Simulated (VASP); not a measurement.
# SnH2 (P4_2/mnm) in VASP: a series of runs, part 2 of 3

VASP 6.6.1. The steps go on from the part before.

**3. Single point, r2SCAN+rVV10**

This run uses another cell than the first one, of 13.66 Å³/atom.

The input, POSCAR:

```
SnH2
1.0
    4.7552078492      0.0000000000      0.0000000000
    0.0000000000      4.7552078492      0.0000000000
    0.0000000000      0.0000000000      3.6240062257
Sn H
2 4
Direct
    0.0000000000      0.0000000000      0.0000000000
    0.5000000000      0.5000000000      0.5000000000
    0.3125445299      0.3125445299      0.0000000000
    0.1874554701      0.8125445299      0.5000000000
    0.8125445299      0.1874554701      0.5000000000
    0.6874554701      0.6874554701      0.0000000000
```

The input, INCAR.step1:

```
  PREC = Accurate
  ENCUT = 520
  ISMEAR = -1
  SIGMA = 0.03
  LREAL = F
  LASPH = T
  NELM = 100
  NBANDS = 25
  GGA = PE
  ALGO = Normal
  EDIFF = 1E-4
  LWAVE = T
  LCHARG = F
```

The input, INCAR.step2:

```
  PREC = Accurate
  ENCUT = 520
  EDIFF = 1E-6
  ISMEAR = -1
  SIGMA = 0.03
  LREAL = F
  LASPH = T
  NELM = 100
  ALGO = Normal
  ISIF = 2
  LWAVE = F
  LCHARG = F
  METAGGA = R2SCAN
  LMIXTAU = T
  LUSE_VDW = T
  IVDW_NL = 2
  BPARAM = 11.95
  CPARAM = 0.0093
  NBANDS = 25
  ISTART = 1
```

The input, KPOINTS:

```
regular mesh
0
Gamma
  6 6 6
```

Potentials or basis: VASP PAW PBE potentials, release 64 (Sn_d, H).

Run with:

```bash
$ cat potpaw_PBE.64/Sn_d/POTCAR potpaw_PBE.64/H/POTCAR > POTCAR
$ cp INCAR.step1 INCAR
$ mpirun -np 1 vasp_std > vasp.out
$ cp INCAR.step2 INCAR
$ mpirun -np 1 vasp_std > vasp.out
```

OUTCAR:

```text
PREC = Accurate
   ENCUT = 520
   EDIFF = 1E-6
   ISMEAR = -1
   LREAL = F
   LASPH = T
   NELM = 100
   ISIF = 2
   METAGGA = R2SCAN
   IVDW_NL = 2
   BPARAM = 11.95
   ISTART = 1

 ion  position               nearest neighbor table
   1  0.000  0.000  0.000-   3 2.10   6 2.10   5 2.21   4 2.21   4 2.21   5 2.21
   2  0.500  0.500  0.500-   4 2.10   5 2.10   3 2.21   6 2.21   3 2.21   6 2.21
   3  0.313  0.313  0.000-   1 2.10   2 2.21   2 2.21
   4  0.187  0.813  0.500-   2 2.10   1 2.21   1 2.21
   5  0.813  0.187  0.500-   2 2.10   1 2.21   1 2.21
   6  0.687  0.687  0.000-   1 2.10   2 2.21   2 2.21

  LATTYP: Found a simple tetragonal cell.
 ALAT       =     4.7552078492
 C/A-ratio  =     0.7621131064

  Lattice vectors:

 A1 = (   4.7552078492,   0.0000000000,   0.0000000000)
 A2 = (   0.0000000000,   4.7552078492,   0.0000000000)
 A3 = (   0.0000000000,   0.0000000000,   3.6240062257)

Analysis of symmetry for initial positions (statically):
=====================================================================
 Subroutine PRICEL returns:
 Original cell was already a primitive cell.

 Routine SETGRP: Setting up the symmetry group for a
 simple tetragonal supercell.

 Subroutine GETGRP returns: Found 16 space group operations
 (whereof  8 operations were pure point group operations)
 out of a pool of 16 trial point group operations.

The static configuration has the point symmetry D_2h.
 The point group associated with its full space group is D_4h.

Analysis of symmetry for dynamics (positions and initial velocities):
=====================================================================
 Subroutine PRICEL returns:
 Original cell was already a primitive cell.

 Routine SETGRP: Setting up the symmetry group for a
 simple tetragonal supercell.

[... 126 lines left out ...]
   EMIN   =  10.00;   EMAX   =-10.00  energy-range for DOS
   EFERMI =   0.00;   METHOD = LEGACY
   ISMEAR =    -1;   SIGMA  =   0.03  broadening in eV -4-tet -1-fermi 0-gaus
   EFERMI_NEDOS =   21; number of points for ismear=-14 and -15
   IALGO  =     38    algorithm
   IMIX   =      4    mixing-type and parameters
     AMIX     =   0.40;   BMIX     =  1.00
     AMIX_MAG =   1.60;   BMIX_MAG =  1.00
  volume/ion in A,a.u.               =      13.66        92.17
  Fermi-wavevector in a.u.,A,eV,Ry     =   1.196600  2.261245 19.481509  1.431851
  Thomas-Fermi vector in A             =   2.332536
   LORBIT       =      0    0 simple, 1 ext, 2 COOP (PROOUT), +10 PAW based schemes
   METAGGA = R2SCAN    functional components
   LHFCALC =     F    Hartree Fock is set to
   AEXX    =    0.0000 exact exchange contribution
   IVDW_NL    =     2    kernel type
   BPARAM     =11.9500
   IVDW    =     0    specifies the selected vdW correction
   LEPSILON=     F    determine dielectric tensor
   LRPA    =     F    only Hartree local field effects (RPA)
 non-spin polarized calculation
  energy-cutoff  :      520.00
  volume of cell :       81.95
 maximum number of plane-waves:      2238
 NGX is ok and might be reduce to    36
   NGX = 17   NGY = 17   NGZ = 13

 number of electron      31.9999992 magnetization

 Free energy of the ion-electron system (eV)
  ---------------------------------------------------
  ext. energy  EPLUGINS =         0.00000000
  ---------------------------------------------------
  free energy    TOTEN  =       -59.33535445 eV

  energy without entropy =      -59.33368329  energy(sigma->0) =      -59.33451887

 E-fermi :   5.3927     XC(G=0):  -9.9362

 val. band max:        5.3561617908   @ k =   0.5000   0.0000   0.5000
 cond. band min:       5.4804893791   @ k =   0.3333   0.0000   0.0000
 fundamental gap:      0.1243275882
 Fermi energy:         5.3927247906

 k-point     1 :       0.0000    0.0000    0.0000
  band No.  band energies     occupation
      1     -17.3417      2.00000
      2     -17.2745      2.00000
      3     -17.2680      2.00000
      4     -17.2460      2.00000
      5     -17.2357      2.00000
      6     -17.2357      2.00000
[... 661 lines left out ...]
     24      14.0487      0.00000
     25      15.0795      0.00000

 [... further k-points ...]
[... 5 lines left out ...]
  --------------------------------------------------------------------------------------
  -------------------------------------------------------------------------------------
  Total       -0.0165369     -0.0165369     -0.0146642      0.0000000      0.0000000      0.0000000
  in kB       -0.3233229     -0.3233229     -0.2867084      0.0000000      0.0000000      0.0000000
  external PRESSURE =      -0.3111181 kB  Pullay stress =       0.0000000 kB

 VOLUME and BASIS-vectors are now :
 -----------------------------------------------------------------------------
  energy-cutoff  :      520.00
  volume of cell :       81.95
      direct lattice vectors                 reciprocal lattice vectors
     4.755207849  0.000000000  0.000000000     0.210295750  0.000000000  0.000000000
     0.000000000  4.755207849  0.000000000     0.000000000  0.210295750  0.000000000
     0.000000000  0.000000000  3.624006226     0.000000000  0.000000000  0.275937716

 POSITION                                       TOTAL-FORCE (eV/Angst)
 -----------------------------------------------------------------------------------
      0.00000      0.00000      0.00000        -0.000000     -0.000000     -0.000000
      2.37760      2.37760      1.81200        -0.000000     -0.000000     -0.000000
      1.48621      1.48621      0.00000         0.000036      0.000036      0.000000
      0.89139      3.86382      1.81200        -0.000036      0.000036     -0.000000
      3.86382      0.89139      1.81200         0.000036     -0.000036     -0.000000
      3.26899      3.26899      0.00000        -0.000036     -0.000036     -0.000000
 -----------------------------------------------------------------------------------
    total drift:                                0.000000      0.000000      0.000000

  FREE ENERGIE OF THE ION-ELECTRON SYSTEM (eV)
  ---------------------------------------------------
  free  energy   TOTEN  =       -59.3353544470 eV

  energy  without entropy=      -59.3336832871  energy(sigma->0) =      -59.33451887
```

OUTCAR.step1:

```text
PREC = Accurate
   ENCUT = 520
   ISMEAR = -1
   LREAL = F
   LASPH = T
[... 910 lines left out ...]
      1.48621      1.48621      0.00000         0.009471      0.009471      0.000000
      0.89139      3.86382      1.81200        -0.009471      0.009471     -0.000000
      3.86382      0.89139      1.81200         0.009471     -0.009471     -0.000000
      3.26899      3.26899      0.00000        -0.009471     -0.009471     -0.000000
 -----------------------------------------------------------------------------------
    total drift:                                0.000000      0.000000      0.000000

  FREE ENERGIE OF THE ION-ELECTRON SYSTEM (eV)
  ---------------------------------------------------
  free  energy   TOTEN  =       -18.4078212538 eV

  energy  without entropy=      -18.4058949731  energy(sigma->0) =      -18.40685811
```

OSZICAR.step1:

```text
N       E                     dE             d eps       ncg     rms          rms(c)
DAV:   1     0.250527383567E+03    0.25053E+03   -0.15491E+04  2048   0.174E+03
DAV:   2     0.117066496693E+02   -0.23882E+03   -0.22909E+03  2048   0.434E+02
DAV:   3    -0.180199189325E+02   -0.29727E+02   -0.29221E+02  2497   0.135E+02
DAV:   4    -0.190956508150E+02   -0.10757E+01   -0.10738E+01  2232   0.278E+01
DAV:   5    -0.191333614548E+02   -0.37711E-01   -0.37708E-01  2997   0.504E+00    0.493E+00
DAV:   6    -0.185334843400E+02    0.59988E+00   -0.30647E-01  2673   0.486E+00    0.243E+00
DAV:   7    -0.184027509590E+02    0.13073E+00   -0.42933E-01  2408   0.344E+00    0.506E-01
DAV:   8    -0.184073443361E+02   -0.45934E-02   -0.42105E-02  2394   0.198E+00    0.195E-01
DAV:   9    -0.184078987055E+02   -0.55437E-03   -0.26796E-03  2576   0.597E-01    0.111E-01
DAV:  10    -0.184078212538E+02    0.77452E-04   -0.71726E-04  2156   0.212E-01
   1 F= -.18407821E+02 E0= -.18406858E+02  d E =-.192628E-02
```

Run time: 2.2 min. Hardware: 1 thread of Intel Xeon 6975P-C (Granite Rapids), shared host; peak memory 0.37 GiB.

What came out:

```yaml
Free_energy: -59.3354 eV
Pressure: 0.0 GPa
Band_gap_on_the_k_mesh: zero (bands 16 and 17 overlap by 3.13 eV)
```

Caveat: the PAW data sets were made with another functional, which shifts forces and pressure a little; spin-orbit coupling is left out, which moves the levels of the heavy elements.

**4. Single point, r2SCAN+rVV10**

This run uses another cell than the first one, of 13.66 Å³/atom.

POSCAR is that of step 3.

The input, INCAR.step1:

```
SYSTEM = SnH2
ALGO     = Normal         ! electronic algorithm
EDIFF    = 1E-4           ! SCF threshold, eV
ENCUT    = 520            ! plane-wave cutoff, eV
GGA      = PE             ! functional
ISMEAR   = -1             ! smearing method
LASPH    = .True.         ! aspherical terms in the spheres
LCHARG   = .False.        ! write CHGCAR
LREAL    = .False.        ! projectors in reciprocal space
LWAVE    = .True.         ! write WAVECAR
NBANDS   = 25             ! bands
NELM     = 80             ! most SCF steps
PREC     = Accurate       ! precision mode
SIGMA    = 0.03           ! smearing width, eV
```

The input, INCAR.step2:

```
SYSTEM = SnH2
ALGO     = Normal         ! electronic algorithm
BPARAM   = 11.95        
CPARAM   = 0.0093       
EDIFF    = 1E-6           ! SCF threshold, eV
ENCUT    = 520            ! plane-wave cutoff, eV
ISIF     = 2              ! what is computed and relaxed
ISMEAR   = -1             ! smearing method
ISTART   = 1            
IVDW_NL  = 2            
LASPH    = .True.         ! aspherical terms in the spheres
LCHARG   = .False.        ! write CHGCAR
LMIXTAU  = .True.       
LREAL    = .False.        ! projectors in reciprocal space
LUSE_VDW = .True.       
LWAVE    = .False.        ! write WAVECAR
METAGGA  = R2SCAN         ! meta-GGA
NBANDS   = 25             ! bands
NELM     = 80             ! most SCF steps
PREC     = Accurate       ! precision mode
SIGMA    = 0.03           ! smearing width, eV
```

The input, KPOINTS:

```
k-points
0
Gamma
  6 6 8
  0 0 0
```

Run with:

```bash
$ cat potpaw_PBE.64/Sn_d/POTCAR potpaw_PBE.64/H/POTCAR > POTCAR
$ cp INCAR.step1 INCAR
$ mpirun -np 1 vasp_std > vasp.out
$ cp INCAR.step2 INCAR
$ mpirun -np 1 vasp_std > vasp.out
```

It took 2.3 min on 1 thread of Intel Xeon 6975P-C (Granite Rapids), shared host; peak memory 0.38 GiB.

The run converged. Its results:

```
Free energy            : -59.2973 eV
Pressure               : -0.1 GPa
Largest force          : 0.026 eV/Å
Band gap on the k mesh : zero (bands 16 and 17 overlap by 3.29 eV)
```

Forces on the atoms (eV/Å):
```
Sn   0.000  0.000  0.000
Sn   0.000  0.000  0.000
H    0.019  0.019  0.000
H   -0.019  0.019  0.000
H    0.019 -0.019  0.000
H   -0.019 -0.019  0.000
```

Stress tensor (GPa, compression positive):
```
-0.69  0.00  0.00
 0.00 -0.69  0.00
 0.00  0.00  1.09
```

Levels at points of the mesh, in eV from the Fermi level:
| k point | band 13 | band 14 | band 15 | band 16 | band 17 | band 18 | band 19 | band 20 |
| --- | --- | --- | --- | --- | --- | --- | --- | --- |
| (0.00, 0.00, 0.00) | -5.77 | -5.77 | -2.00 | 1.45 | 2.21 | 2.89 | 2.89 | 5.31 |
| (0.50, 0.00, 0.00) | -4.43 | -4.43 | -1.22 | -1.22 | 2.98 | 2.98 | 3.17 | 3.17 |
| (0.50, 0.50, 0.00) | -6.77 | -6.77 | 1.70 | 1.70 | 3.32 | 3.32 | 3.83 | 3.83 |
| (0.00, 0.00, 0.50) | -4.28 | -4.28 | -3.55 | -3.55 | 0.62 | 0.62 | 4.97 | 4.97 |
| (0.50, 0.00, 0.50) | -7.12 | -7.12 | -1.17 | -1.17 | 0.14 | 0.14 | 1.66 | 1.66 |
| (0.50, 0.50, 0.50) | -5.23 | -5.23 | -5.09 | -5.09 | -1.13 | -1.13 | 6.13 | 6.13 |

Caveat: the PAW data sets were made with another functional, which shifts forces and pressure a little; spin-orbit coupling is left out, which moves the levels of the heavy elements.

(Part 2 of 3 ends here.)
